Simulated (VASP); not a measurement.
# Ta in VASP: single point with PBEsol

Aim: the single point of Ta with PBEsol.

Everything below comes from runs of VASP 6.6.1. Logs are shortened: lines on timing, memory, paths and dates and some standing lists are left out, and cuts for length are marked.

### Step 1. The cell of the first run

The cell holds a slab with vacuum, 4 atoms: a = 2.841 Å, b = 2.841 Å, c = 23.959 Å, α = 90.00°, β = 90.00°, γ = 109.47°.

### Step 2. Single point, PBEsol

Contents of INCAR:

```
PREC = Accurate
ENCUT = 520
EDIFF = 1E-6
ISMEAR = 0
SIGMA = 0.1
LREAL = False
LASPH = True
NELM = 80
ALGO = Normal
ISIF = 2
LWAVE = False
LCHARG = False
LDIPOL = True
IDIPOL = 3
DIPOL = 0.5 0.5 0.499
GGA = PS
NBANDS = 30
```

Contents of KPOINTS:

```
Automatic mesh
0
Gamma
  11 11 1
```

Contents of POSCAR:

```
Ta
1.0
    2.8410132457      0.0000000000      0.0000000000
   -0.9470044152      2.6785329753      0.0000000000
    0.0000000000      0.0000000000     23.9590328043
Ta
4
Direct
    0.5000000000      0.5000000000      0.3547722510
    0.0000000000      0.0000000000      0.4515907503
    0.5000000000      0.5000000000      0.5480730178
    0.0000000000      0.0000000000      0.6406523259
```

Potentials or basis: VASP PAW PBE potentials, release 64 (Ta_pv).

Launch:

```bash
cat potpaw_PBE.64/Ta_pv/POTCAR > POTCAR
mpirun -np 1 vasp_std > vasp.out
```

OUTCAR:

```text
PREC = Accurate
   ENCUT = 520
   EDIFF = 1E-6
   ISMEAR = 0
   LREAL = False
   LASPH = True
   NELM = 80
   ISIF = 2
   GGA = PS

 ion  position               nearest neighbor table
   1  0.500  0.500  0.355-   2 2.84   2 2.84   2 3.28   2 3.28
   2  0.000  0.000  0.452-   3 2.83   3 2.83   1 2.84   1 2.84   3 3.27   3 3.27   1 3.28   1 3.28

   3  0.500  0.500  0.548-   4 2.76   4 2.76   2 2.83   2 2.83   4 3.21   4 3.21   2 3.27   2 3.27

   4  0.000  0.000  0.641-   3 2.76   3 2.76   3 3.21   3 3.21

  LATTYP: Found a base centered orthorhombic cell.
 ALAT       =     3.2805195244
 B/A-ratio  =     1.4142135624
 C/A-ratio  =     7.3034263708

  Lattice vectors:

 A1 = (   2.8410132457,   0.0000000000,   0.0000000000)
 A2 = (  -0.9470044152,   2.6785329753,   0.0000000000)
 A3 = (   0.0000000000,   0.0000000000,  23.9590328043)

Analysis of symmetry for initial positions (statically):
=====================================================================
 Subroutine PRICEL returns:
 Original cell was already a primitive cell.

 Routine SETGRP: Setting up the symmetry group for a
 base centered orthorhombic supercell.

 Subroutine GETGRP returns: Found  4 space group operations
 (whereof  4 operations were pure point group operations)
 out of a pool of  8 trial point group operations.

The static configuration has the point symmetry C_2v.

Analysis of symmetry for dynamics (positions and initial velocities):
=====================================================================
 Subroutine PRICEL returns:
 Original cell was already a primitive cell.

 Routine SETGRP: Setting up the symmetry group for a
 base centered orthorhombic supercell.

 Subroutine GETGRP returns: Found  4 space group operations
 (whereof  4 operations were pure point group operations)
 out of a pool of  8 trial point group operations.

The dynamic configuration has the point symmetry C_2v.

 Subroutine INISYM returns: Found  4 space group operations
 (whereof  4 operations are pure point group operations),
 and found     1 'primitive' translations

----------------------------------------------------------------------------------------

                                     Primitive cell

  volume of cell :     182.3222

  direct lattice vectors                    reciprocal lattice vectors
     2.841013246  0.000000000  0.000000000     0.351987095  0.124446231  0.000000000
    -0.947004415  2.678532975  0.000000000     0.000000000  0.373338693  0.000000000
     0.000000000  0.000000000 23.959032804     0.000000000  0.000000000  0.041737912

  length of vectors
     2.841013246  2.841013246 23.959032804     0.373338693  0.373338693  0.041737912

  position of ions in fractional coordinates (direct lattice)
     0.500000000  0.500000000  0.354772251
     0.000000000  0.000000000  0.451590750
     0.500000000  0.500000000  0.548073018
     0.000000000  0.000000000  0.640652326

  ion indices of the primitive-cell ions
   primitive index   ion index
                 1           1
                 2           2
                 3           3
                 4           4

----------------------------------------------------------------------------------------

 KPOINTS: Automatic mesh

Automatic generation of k-mesh.
 Grid dimensions read from file:
 generate k-points for:   11   11    1

 Generating k-lattice:

  Cartesian coordinates                     Fractional coordinates (reciprocal lattice)
     0.031998827  0.011313294  0.000000000     0.090909091  0.000000000  0.000000000
     0.000000000  0.033939881  0.000000000     0.000000000  0.090909091  0.000000000
     0.000000000  0.000000000  0.041737912     0.000000000  0.000000000  1.000000000

  Length of vectors
     0.033939881  0.033939881  0.041737912

  Shift w.r.t. Gamma in fractional coordinates (k-lattice)
     0.000000000  0.000000000  0.000000000

 Subroutine IBZKPT returns following result:
 ===========================================

 Found     36 irreducible k-points:

 Following reciprocal coordinates:
            Coordinates               Weight
  0.000000  0.000000  0.000000      1.000000
  0.090909 -0.000000  0.000000      4.000000
  0.181818  0.000000  0.000000      4.000000
  0.272727 -0.000000  0.000000      4.000000
  0.363636  0.000000  0.000000      4.000000
  0.454545  0.000000  0.000000      4.000000
[... 16 lines left out ...]
 -0.272727  0.181818  0.000000      4.000000
 -0.181818  0.181818  0.000000      2.000000
 [... further k-points ...]
   k-points           NKPTS =     36   k-points in BZ     NKDIM =     36   number of bands    NBANDS=     30
   number of dos      NEDOS =    301   number of ions     NIONS =      4
   total plane-waves  NPLWV = 103680
   dimension x,y,z NGX =    24 NGY =   24 NGZ =  180
   dimension x,y,z NGXF=    48 NGYF=   48 NGZF=  360
   ions per type =               4
   NGX,Y,Z   is equivalent  to a cutoff of  14.04, 14.04, 12.49 a.u.
   NGXF,Y,Z  is equivalent  to a cutoff of  28.09, 28.09, 24.98 a.u.
 SYSTEM =  unknown system
   PREC   = accura    normal or accurate (medium, high low for compatibility)
   ISTART =      0    job   : 0-new  1-cont  2-samecut
   ICHARG =      2    charge: 1-file 2-atom 10-const
   ISPIN  =      1    spin polarized calculation?
   LNONCOLLINEAR =      F non collinear calculations
   LSORBIT =      F    spin-orbit coupling
   LASPH  =      T    aspherical Exc in radial PAW
   ENCUT  =  520.0 eV  38.22 Ry    6.18 a.u.   5.28  5.28 44.55*2*pi/ulx,y,z
   NELM   =     80;   NELMIN=  2; NELMDL= -5     # of ELM steps
   EDIFF  = 0.1E-05   stopping-criterion for ELM
   LREAL  =      F    real-space projection
   EDIFFG = 0.1E-04   stopping-criterion for IOM
   NSW    =      0    number of steps for IOM
   IBRION =     -1    ionic relax: 0-MD 1-quasi-New 2-CG
   NFREE  =      0    steps in history (QN), initial steepest desc. (CG)
   ISIF   =      2    stress and relaxation
   ISYM   =      2    0-nonsym 1-usesym 2-fastsym
   POTIM  = 0.5000    time-step for ionic-motion
   TEBEG  =    0.0;   TEEND  =   0.0 temperature during run
   PSTRESS=    0.0 pullay stress
   NELECT =      44.0000    total number of electrons
   NUPDOWN=      -1.0000    fix difference up-down
   EMIN   =  10.00;   EMAX   =-10.00  energy-range for DOS
   EFERMI =   0.00;   METHOD = LEGACY
   ISMEAR =     0;   SIGMA  =   0.10  broadening in eV -4-tet -1-fermi 0-gaus
   EFERMI_NEDOS =   21; number of points for ismear=-14 and -15
   IALGO  =     38    algorithm
   IMIX   =      4    mixing-type and parameters
     AMIX     =   0.40;   BMIX     =  1.00
     AMIX_MAG =   1.60;   BMIX_MAG =  1.00
  volume/ion in A,a.u.               =      45.58       307.59
  Fermi-wavevector in a.u.,A,eV,Ry     =   1.019246  1.926097 14.134594  1.038863
  Thomas-Fermi vector in A             =   2.152750
   LORBIT       =      0    0 simple, 1 ext, 2 COOP (PROOUT), +10 PAW based schemes
   GGA     = PS    functional components
   LHFCALC =     F    Hartree Fock is set to
   AEXX    =    0.0000 exact exchange contribution
   IVDW    =     0    specifies the selected vdW correction
   LEPSILON=     F    determine dielectric tensor
   LRPA    =     F    only Hartree local field effects (RPA)
 non-spin polarized calculation
 Gauss-broadening in eV      SIGMA  =   0.10
  energy-cutoff  :      520.00
  volume of cell :      182.32
 maximum number of plane-waves:      4940
 NGX is ok and might be reduce to    24
   NGX = 11   NGY = 11   NGZ = 89

 dipolmoment           0.000000      0.000000      0.000522 electrons x Angstroem

 number of electron      44.0000007 magnetization

 dipolmoment           0.000000      0.000000     -0.003351 electrons x Angstroem

 Free energy of the ion-electron system (eV)
  ---------------------------------------------------
  ext. energy  EPLUGINS =         0.00000000
  ---------------------------------------------------
  free energy    TOTEN  =       -47.74985119 eV

  energy without entropy =      -47.72604220  energy(sigma->0) =      -47.73794670

 E-fermi :  -0.6937     XC(G=0):  -5.8795

 val. band max:       -0.7022217006   @ k =   0.1818   0.0909   0.0000
 cond. band min:      -0.6898039889   @ k =  -0.3636   0.1818   0.0000
 fundamental gap:      0.0124177117
 Fermi energy:        -0.6936502728

 k-point     1 :       0.0000    0.0000    0.0000
  band No.  band energies     occupation
      1     -35.0551      2.00000
      2     -34.9098      2.00000
      3     -34.3713      2.00000
      4     -34.3120      2.00000
      5     -34.2838      2.00000
      6     -34.0686      2.00000
[... 22 lines left out ...]
     29       2.8239      0.00000
     30       2.9703      0.00000

 k-point     2 :       0.0909   -0.0000    0.0000
  band No.  band energies     occupation
      1     -35.0317      2.00000
      2     -34.9029      2.00000
      3     -34.4334      2.00000
      4     -34.3514      2.00000
      5     -34.2740      2.00000
      6     -34.1069      2.00000
[... 22 lines left out ...]
     29       2.6002      0.00000
     30       2.8700      0.00000

 k-point     3 :       0.1818    0.0000    0.0000
  band No.  band energies     occupation
      1     -34.9695      2.00000
      2     -34.8895      2.00000
      3     -34.5797      2.00000
      4     -34.5085      2.00000
      5     -34.3186      2.00000
      6     -34.1702      2.00000
[... 22 lines left out ...]
     29       2.5317      0.00000
     30       2.6882      0.00000

 k-point     4 :       0.2727   -0.0000    0.0000
  band No.  band energies     occupation
      1     -34.9123      2.00000
      2     -34.8919      2.00000
      3     -34.7692      2.00000
      4     -34.7397      2.00000
      5     -34.4571      2.00000
      6     -34.3077      2.00000
[... 22 lines left out ...]
     29       2.8332      0.00000
     30       3.0418      0.00000

 k-point     5 :       0.3636    0.0000    0.0000
  band No.  band energies     occupation
      1     -35.0170      2.00000
      2     -34.9963      2.00000
      3     -34.8989      2.00000
      4     -34.8348      2.00000
      5     -34.5680      2.00000
      6     -34.4217      2.00000
[... 22 lines left out ...]
     29       3.1442      0.00000
     30       3.3253      0.00000
[... 526 lines left out ...]
     29       3.1696      0.00000
     30       3.6409      0.00000

 k-point    22 :      -0.3636    0.1818    0.0000
  band No.  band energies     occupation
      1     -34.9285      2.00000
      2     -34.8947      2.00000
      3     -34.8225      2.00000
      4     -34.7862      2.00000
      5     -34.6009      2.00000
      6     -34.4738      2.00000
[... 22 lines left out ...]
     29       2.9022      0.00000
     30       3.2791      0.00000

 k-point    23 :      -0.2727    0.1818    0.0000
  band No.  band energies     occupation
      1     -34.9139      2.00000
      2     -34.8284      2.00000
      3     -34.6585      2.00000
      4     -34.6322      2.00000
      5     -34.4432      2.00000
      6     -34.4195      2.00000
[... 22 lines left out ...]
     29       1.7472      0.00000
     30       2.0290      0.00000

 k-point    24 :      -0.1818    0.1818    0.0000
  band No.  band energies     occupation
      1     -34.9641      2.00000
      2     -34.8474      2.00000
      3     -34.4451      2.00000
      4     -34.4180      2.00000
      5     -34.4121      2.00000
      6     -34.3757      2.00000
[... 22 lines left out ...]
     29       1.3199      0.00000
     30       1.4878      0.00000

 [... further k-points ...]

------------------------ aborting loop because EDIFF is reached ----------------------------------------

 vacuum level on the upper side and lower side of the slab       (xc-potential included)        -0.363        -0.265

  FORCE on cell =-STRESS in cart. coord.  units (eV):
  Direction    XX          YY          ZZ          XY          YZ          ZX
  --------------------------------------------------------------------------------------
  -------------------------------------------------------------------------------------
  Total       -3.5232421     -3.4454885     -1.1881482      0.1099602      0.0000000      0.0000000
  in kB      -30.9608967    -30.2776279    -10.4409894      0.9662880      0.0000000      0.0000000
  external PRESSURE =     -23.8931713 kB  Pullay stress =       0.0000000 kB

 VOLUME and BASIS-vectors are now :
 -----------------------------------------------------------------------------
  energy-cutoff  :      520.00
  volume of cell :      182.32
      direct lattice vectors                 reciprocal lattice vectors
     2.841013246  0.000000000  0.000000000     0.351987095  0.124446231  0.000000000
    -0.947004415  2.678532975  0.000000000     0.000000000  0.373338693  0.000000000
     0.000000000  0.000000000 23.959032804     0.000000000  0.000000000  0.041737912

 POSITION                                       TOTAL-FORCE (eV/Angst)
 -----------------------------------------------------------------------------------
      0.94700      1.33927      8.50000         0.000000      0.000000      0.525442
      0.00000      0.00000     10.81968         0.000000      0.000000     -0.540313
      0.94700      1.33927     13.13130         0.000000      0.000000      0.003992
      0.00000      0.00000     15.34941        -0.000000      0.000000      0.010878
 -----------------------------------------------------------------------------------
    total drift:                               -0.000000     -0.000000     -0.000690

  FREE ENERGIE OF THE ION-ELECTRON SYSTEM (eV)
  ---------------------------------------------------
  free  energy   TOTEN  =       -47.7498511930 eV

  energy  without entropy=      -47.7260422003  energy(sigma->0) =      -47.73794670

 vacuum level on the upper side and lower side of the slab         3.883         3.965
```

Run time: 4.6 min. Hardware: 1 thread of Intel Xeon Platinum 8259CL at 2.50GHz (Skylake/Cascade Lake), shared host; peak memory 0.39 GiB.

What came out:

* Free energy: -47.7499 eV
* Largest force: 0.540 eV/Å
* Band gap on the k mesh: zero (band 22 reaches 0.68 eV, above the bottom of band 23 at -1.15 eV)

Forces on the atoms (eV/Å):
```
Ta   0.000  0.000  0.525
Ta   0.000  0.000 -0.540
Ta   0.000  0.000  0.004
Ta   0.000  0.000  0.011
```

Caveat: the PAW data sets were made with another functional, which shifts forces and pressure a little; spin-orbit coupling is left out, which moves the levels of the heavy elements.
